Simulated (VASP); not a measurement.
A run of VASP 6.6.1:

Contents of INCAR:

```
SYSTEM = HfIn4SiO6
  PREC = Accurate
  ENCUT = 520
  EDIFF = 1E-8
  ISMEAR = -1
  SIGMA = 0.05
  LREAL = .FALSE.
  LASPH = .TRUE.
  NELM = 120
  ALGO = Normal
  ISIF = 2
  LWAVE = .FALSE.
  LCHARG = .FALSE.
  GGA = PE
  LEFG = .TRUE.
  NBANDS = 63
  GGA_COMPAT = .FALSE.
```

File KPOINTS:

```
regular mesh
0
G
  6 6 4
  0 0 0
```

POSCAR

```
HfIn4SiO6
1.0
    2.7158500000     -4.7035700000      0.0083300000
    2.7158500000      4.7035700000      0.0083300000
   -1.8791500000      0.0000000000      7.4012700000
Hf In Si O
1 4 1 6
Direct
    0.7883500000      0.2116500000      0.0000000000
    0.6217500000      0.3782500000      0.5000000000
    0.4550200000      0.5449800000      0.0000000000
    0.2840700000      0.7159300000      0.5000000000
    0.9581400000      0.0418600000      0.5000000000
    0.1216800000      0.8783200000      0.0000000000
    0.0621900000      0.1141500000      0.8666600000
    0.8858500000      0.9378100000      0.1333400000
    0.7949000000      0.5378400000      0.8666300000
    0.4621600000      0.2051000000      0.1333700000
    0.1535200000      0.6287900000      0.1333300000
    0.3712100000      0.8464800000      0.8666700000
```

Potentials or basis: VASP PAW PBE potentials, release 64 (Hf_pv, In_d, Si, O).

Launch:

```sh
$ cat potpaw_PBE.64/Hf_pv/POTCAR potpaw_PBE.64/In_d/POTCAR potpaw_PBE.64/Si/POTCAR potpaw_PBE.64/O/POTCAR > POTCAR
$ mpirun -np 1 vasp_std > vasp.out
```

Hardware: 1 thread of Intel(R) Xeon(R) Platinum 8488C (Sapphire Rapids), on a shared host.

**Question.** Estimate the wall time of this run.

**Answer.** It took 13 min on 1 thread of Intel(R) Xeon(R) Platinum 8488C (Sapphire Rapids), on a shared host, peak memory 0.62 GiB. Counts: scf iterations 20, k points 47.
